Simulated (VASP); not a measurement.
# Ga2O3 (P-6m2) in VASP: relaxation of cell and atoms with PBE

Aim: the relaxation of cell and atoms of Ga2O3 with PBE.

Program: VASP 6.6.1. These are calculated values, not measurements. Logs are shortened: lines on timing, memory, paths and dates and some standing lists are left out, and cuts for length are marked.

### 1 The cell of the first run

It takes space group P-6m2 (No. 187, hexagonal). The conventional cell has a = 3.191 Å, b = 3.191 Å, c = 6.995 Å, α = 90.00°, β = 90.00°, γ = 120.00°. Ga (site symmetry 3m) has 4 O at 1.85 to 2.13 Å within 2.5 Å. Within 2.5 Å of O (site symmetry 3m) lie 3 Ga at 1.85 Å and 1 O at 2.43 Å. O (site symmetry -6m2) has 2 Ga at 2.13 Å within 2.8 Å.

### 2 Relaxation of cell and atoms, PBE, collinear spin, ferromagnetic start

INCAR

```
PREC     = Accurate       # precision mode
ENCUT    = 600            # plane-wave cutoff, eV
EDIFF    = 1E-6           # SCF threshold, eV
ISMEAR   = 0              # smearing method
SIGMA    = 0.1            # smearing width, eV
LREAL    = False          # projectors in reciprocal space
LASPH    = True           # aspherical terms in the spheres
NELM     = 150            # most SCF steps
ALGO     = Normal         # electronic algorithm
ISIF     = 3              # what is computed and relaxed
LWAVE    = False          # write WAVECAR
LCHARG   = False          # write CHGCAR
ISPIN    = 2              # spin polarisation
MAGMOM   = 0 0 1 1 1      # initial moments
LORBIT   = 11             # projections on sites
GGA      = PE             # functional
IBRION   = 2              # ionic algorithm
NSW      = 90             # ionic steps
EDIFFG   = -0.04          # ionic threshold
```

KPOINTS

```
Automatic mesh
0
Gamma
  6 6 4
```

POSCAR

```
Ga2O3
1.0
    3.1910990100      0.0000000000      0.0000000000
   -1.5955495000      2.7635728100      0.0000000000
    0.0000000000      0.0000000000      6.9951191000
Ga O
2 3
Direct
    0.0000000000      0.0000000000      0.6949416400
    0.0000000000      0.0000000000      0.3050583600
    0.3333333300      0.6666666700      0.6736044100
    0.3333333300      0.6666666700      0.3263955900
    0.0000000000      0.0000000000      0.0000000000
```

Potentials or basis: VASP PAW PBE potentials, release 64 (Ga_d, O).

On the command line:

```sh
> cat potpaw_PBE.64/Ga_d/POTCAR potpaw_PBE.64/O/POTCAR > POTCAR
> mpirun -np 1 vasp_std > vasp.out
```

OUTCAR:

```text
PREC = Accurate
   ENCUT = 600
   EDIFF = 1E-6
   ISMEAR = 0
   LREAL = False
   LASPH = True
   NELM = 150
   ISIF = 3
   ISPIN = 2
   LORBIT = 11
   GGA = PE
   IBRION = 2
   NSW = 90
   EDIFFG = -0.04

 ion  position               nearest neighbor table
   1  0.000  0.000  0.695-   3 1.85   3 1.85   3 1.85   5 2.13   2 2.73
   2  0.000  0.000  0.305-   4 1.85   4 1.85   4 1.85   5 2.13   1 2.73
   3  0.333  0.667  0.674-   1 1.85   1 1.85   1 1.85
   4  0.333  0.667  0.326-   2 1.85   2 1.85   2 1.85
   5  0.000  0.000  0.000-   1 2.13   2 2.13

  LATTYP: Found a hexagonal cell.
 ALAT       =     3.1910990100
 C/A-ratio  =     2.1920720974

  Lattice vectors:

 A1 = (   3.1910990100,   0.0000000000,   0.0000000000)
 A2 = (  -1.5955495000,   2.7635728100,   0.0000000000)
 A3 = (   0.0000000000,   0.0000000000,   6.9951191000)

Analysis of symmetry for initial positions (statically):
=====================================================================
 Subroutine PRICEL returns:
 Original cell was already a primitive cell.

 Routine SETGRP: Setting up the symmetry group for a
 hexagonal supercell.

 Subroutine GETGRP returns: Found 12 space group operations
 (whereof 12 operations were pure point group operations)
 out of a pool of 24 trial point group operations.

The static configuration has the point symmetry D_3h.

Analysis of symmetry for dynamics (positions and initial velocities):
=====================================================================
 Subroutine PRICEL returns:
 Original cell was already a primitive cell.

 Routine SETGRP: Setting up the symmetry group for a
 hexagonal supercell.

 Subroutine GETGRP returns: Found 12 space group operations
 (whereof 12 operations were pure point group operations)
 out of a pool of 24 trial point group operations.

The dynamic configuration has the point symmetry D_3h.

Analysis of structural, dynamic, and magnetic symmetry:
=====================================================================
 Subroutine PRICEL returns:
 Original cell was already a primitive cell.

 Routine SETGRP: Setting up the symmetry group for a
 hexagonal supercell.

 Subroutine GETGRP returns: Found 12 space group operations
 (whereof 12 operations were pure point group operations)
 out of a pool of 24 trial point group operations.

The overall configuration has the point symmetry D_3h.

 Subroutine INISYM returns: Found 12 space group operations
[... 108 lines left out ...]
   TEBEG  =    0.0;   TEEND  =   0.0 temperature during run
   PSTRESS=    0.0 pullay stress
   NELECT =      44.0000    total number of electrons
   NUPDOWN=      -1.0000    fix difference up-down
   EMIN   =  10.00;   EMAX   =-10.00  energy-range for DOS
   EFERMI =   0.00;   METHOD = LEGACY
   ISMEAR =     0;   SIGMA  =   0.10  broadening in eV -4-tet -1-fermi 0-gaus
   EFERMI_NEDOS =   21; number of points for ismear=-14 and -15
   IALGO  =     38    algorithm
   IMIX   =      4    mixing-type and parameters
     AMIX     =   0.40;   BMIX     =  1.00
     AMIX_MAG =   1.60;   BMIX_MAG =  1.00
  volume/ion in A,a.u.               =      12.34        83.26
  Fermi-wavevector in a.u.,A,eV,Ry     =   1.462706  2.764113 29.109773  2.139508
  Thomas-Fermi vector in A             =   2.578887
   LORBIT       =     11    0 simple, 1 ext, 2 COOP (PROOUT), +10 PAW based schemes
   GGA     = PE    functional components
   LHFCALC =     F    Hartree Fock is set to
   AEXX    =    0.0000 exact exchange contribution
   IVDW    =     0    specifies the selected vdW correction
   LEPSILON=     F    determine dielectric tensor
   LRPA    =     F    only Hartree local field effects (RPA)
 conjugate gradient relaxation of ions
 spin polarized calculation
 Gauss-broadening in eV      SIGMA  =   0.10
  energy-cutoff  :      600.00
  volume of cell :       61.69
 maximum number of plane-waves:      2092
 NGX is ok and might be reduce to    28
   NGX = 13   NGY = 13   NGZ = 27

--------------------------------------- Ionic step        1  -------------------------------------------

 number of electron      43.9999992 magnetization       0.4113630

 Free energy of the ion-electron system (eV)
  ---------------------------------------------------
  ext. energy  EPLUGINS =         0.00000000
  ---------------------------------------------------
  free energy    TOTEN  =       -25.14471149 eV

  energy without entropy =      -25.13219481  energy(sigma->0) =      -25.13845315

------------------------ aborting loop because EDIFF is reached ----------------------------------------

  FORCE on cell =-STRESS in cart. coord.  units (eV):
  Direction    XX          YY          ZZ          XY          YZ          ZX
  --------------------------------------------------------------------------------------
  -------------------------------------------------------------------------------------
  Total        6.1720619      6.1720619     -3.1119103      0.0000000     -0.0000000      0.0000000
  in kB      160.3003798    160.3003799    -80.8223278      0.0000003     -0.0000000      0.0000000
  external PRESSURE =      79.9261440 kB  Pullay stress =       0.0000000 kB
[... 2733 lines left out ...]
     27      11.4692      0.00000
     28      12.5080      0.00000

[... ionic steps 4 to 26 ...]

--------------------------------------- Ionic step       27  -------------------------------------------

 number of electron      44.0000008 magnetization       0.0000000

 number of electron      44.0000008 magnetization      -0.0000000
[... 79 lines left out ...]
 number of electron      44.0000004 magnetization      -0.0000000

 number of electron      44.0000004 magnetization       0.0000000

 Free energy of the ion-electron system (eV)
  ---------------------------------------------------
  ext. energy  EPLUGINS =         0.00000000
  ---------------------------------------------------
  free energy    TOTEN  =       -28.75580130 eV

  energy without entropy =      -28.75580033  energy(sigma->0) =      -28.75580082

 E-fermi :   2.4298     XC(G=0):  -9.7424

 val. band max:        2.1346044859   @ k =   0.0000   0.0000   0.5000
 cond. band min:       2.6897100767   @ k =   0.0000   0.0000   0.0000
 fundamental gap:      0.5551055908
 Fermi energy:         2.4298008962
[... 1337 lines left out ...]
  FREE ENERGIE OF THE ION-ELECTRON SYSTEM (eV)
  ---------------------------------------------------
  free  energy   TOTEN  =       -28.7558013018 eV

  energy  without entropy=      -28.7558003334  energy(sigma->0) =      -28.75580082

 reached required accuracy - stopping structural energy minimisation

 total charge

# of ion       s       p       d       tot
------------------------------------------
    1        0.716   0.809  10.246  11.772
    2        0.716   0.809  10.246  11.772
    3        1.556   3.464   0.000   5.019
    4        1.556   3.464   0.000   5.019
    5        1.541   3.539   0.000   5.080
--------------------------------------------------
tot          6.085  12.085  20.493  38.663

 magnetization (x)

# of ion       s       p       d       tot
------------------------------------------
    1       -0.000   0.000  -0.000  -0.000
    2       -0.000   0.000  -0.000  -0.000
    3       -0.000   0.000   0.000   0.000
    4       -0.000   0.000   0.000   0.000
    5        0.000   0.000   0.000   0.000
--------------------------------------------------
tot         -0.000   0.000  -0.000   0.000
```

OSZICAR:

```text
N       E                     dE             d eps       ncg     rms          rms(c)
DAV:   1     0.468598716792E+03    0.46860E+03   -0.23319E+04  2476   0.291E+03
DAV:   2     0.388456168540E+02   -0.42975E+03   -0.41128E+03  2592   0.631E+02
[... 293 lines left out ...]
DAV:   1    -0.287563713286E+02   -0.71652E-03   -0.28681E-02  2392   0.131E+00    0.151E-01
DAV:   2    -0.287559973569E+02    0.37397E-03   -0.20725E-03  2764   0.574E-01    0.851E-02
DAV:   3    -0.287558340967E+02    0.16326E-03   -0.19290E-04  3008   0.154E-01    0.375E-02
DAV:   4    -0.287557986727E+02    0.35424E-04   -0.94482E-05  3084   0.939E-02    0.703E-03
DAV:   5    -0.287558007670E+02   -0.20943E-05   -0.26119E-05  2388   0.562E-02    0.290E-03
DAV:   6    -0.287558013018E+02   -0.53485E-06   -0.23551E-06  2008   0.159E-02
  29 F= -.28755801E+02 E0= -.28755801E+02  d E =-.493040E-03  mag=    -0.0000
```

Run time: 15 min. Hardware: 1 thread of Intel Xeon Platinum 8559C (Emerald Rapids), shared host; peak memory 0.28 GiB.

What came out:

- Free energy: -28.7558 eV
- Relaxed volume: 13.94 Å³/atom
- Relaxed cell: a = 3.130 Å, b = 3.130 Å, c = 8.212 Å, α = 90.00°, β = 90.00°, γ = 120.00°
- Space group after relaxing (to 0.05 Å): P-6m2 (No. 187)
- Energy gained by relaxing: 722.2 meV/atom
- Ionic steps: 29
- Pressure after relaxing: 0.2 GPa
- Largest force after relaxing: 0.024 eV/Å
- Band gap on the k mesh: 0.56 eV, indirect (the least direct gap lies 0.8 meV higher)
- Net moment: 0.00 μB per cell
- Valence electrons inside the program's atomic spheres: Ga 11.77; O 5.02, 5.08

Forces in eV/Å, atoms in the order of the input:
```
Ga   0.000  0.000  0.024
Ga   0.000  0.000 -0.024
O    0.000  0.000  0.014
O    0.000  0.000 -0.014
O    0.000  0.000  0.000
```

The path:
```
step  energy change (eV)  largest force (eV/Å)  pressure (GPa)  volume (Å³)
   1              0.0000                4.6479            7.99        61.69
   2             -1.7965                2.9670           -7.99        67.18
   3             -1.8447                1.9274           -8.15        68.26
   4             -1.8499                7.2851           11.64        65.29
   5             -2.3659                1.8782           -0.13        66.65
   6             -3.3259                0.4519            1.09        65.08
   7             -3.4743                0.7451            6.84        63.15
   8             -3.5056                0.4207            5.04        63.69
   9             -3.5501                0.3204            1.20        65.48
  10             -3.5534                0.3455           -0.71        66.44
  11             -3.5539                0.3093           -0.46        66.25
  12             -3.5611                0.3428           -0.08        66.43
  13             -3.5621                0.3630            0.06        66.53
  14             -3.5671                0.3213            0.13        66.63
  15             -3.5794                0.2004            0.61        66.93
  16             -3.5931                0.0536            1.44        67.51
  17             -3.5805                0.4887            3.29        68.68
  18             -3.5944                0.1759            1.99        67.85
  19             -3.6033                0.2853            0.37        68.95
  20             -3.6036                0.3795           -0.14        69.34
  21             -3.6082                0.0939           -0.63        69.98
  22             -3.6081                0.0711           -1.01        70.19
  23             -3.6083                0.0511           -0.79        70.07
  24             -3.6103                0.0371           -0.14        69.84
  25             -3.6106                0.0685            0.07        69.75
  26             -3.6103                0.1347            0.59        69.58
  27             -3.6106                0.0861            0.15        69.71
  28             -3.6109                0.0852            0.15        69.68
  29             -3.6111                0.0244            0.18        69.69
```

Final structure:
```
Ga O
1.0
     3.13045    0.00000    0.00000
    -1.56523    2.71105    0.00000
     0.00000    0.00000    8.21184
Ga O
2 3
Direct
  0.00000 0.00000 0.78606
  0.00000 0.00000 0.21394
  0.33333 0.66667 0.70577
  0.33333 0.66667 0.29423
  0.00000 0.00000 0.00000
```

Levels at points of the mesh, in eV from the valence-band top:
Spin up:
```tsv
k point	band 20	band 21	band 22	band 23	band 24	band 25
(0.00, 0.00, 0.00)	-1.65	0.00	0.00	0.56	2.36	6.56
(0.50, 0.00, 0.00)	-2.32	-1.60	-0.31	4.79	4.80	6.04
(0.00, 0.00, 0.50)	-2.17	0.00	0.00	1.14	1.86	7.19
(0.50, 0.00, 0.50)	-2.59	-1.44	-0.30	4.45	5.07	6.22
```
Spin down:
| k point | band 20 | band 21 | band 22 | band 23 | band 24 | band 25 |
| --- | --- | --- | --- | --- | --- | --- |
| (0.00, 0.00, 0.00) | -1.65 | 0.00 | 0.00 | 0.56 | 2.36 | 6.56 |
| (0.50, 0.00, 0.00) | -2.32 | -1.60 | -0.31 | 4.79 | 4.80 | 6.04 |
| (0.00, 0.00, 0.50) | -2.17 | 0.00 | 0.00 | 1.14 | 1.86 | 7.19 |
| (0.50, 0.00, 0.50) | -2.59 | -1.44 | -0.30 | 4.45 | 5.07 | 6.22 |

A k mesh can miss the band edges. A hybrid or GW would open this gap; PBE tends to underestimate it.
